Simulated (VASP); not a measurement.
A run of VASP 6.6.1 is set up as follows.

INCAR

```
SYSTEM = In
ALGO = Normal ; EDIFF = 1E-6
ENCUT = 520 ; ISIF = 2
ISMEAR = -1 ; LASPH = .True.
LCHARG = .False. ; LREAL = .False.
LWAVE = .False. ; NBANDS = 12
NELM = 100 ; PREC = Accurate
SIGMA = 0.1
```

KPOINTS

```
k-points
0
Gamma
  12 12 12
  0 0 0
```

Contents of POSCAR:

```
In
1.0
   -1.8387316994      1.8387316994      1.8387316994
    1.8387316994     -1.8387316994      1.8387316994
    1.8387316994      1.8387316994     -1.8387316994
In
1
Direct
    0.0000000000      0.0000000000      0.0000000000
```

Potentials or basis: VASP PAW LDA potentials, release 64 (In_d).

The run is started by

```bash
$ cat potpaw_LDA.64/In_d/POTCAR > POTCAR
$ mpirun -np 1 vasp_std > vasp.out
```

(1) What does it give for the pressure?

Results:

(1) 0.1 GPa.
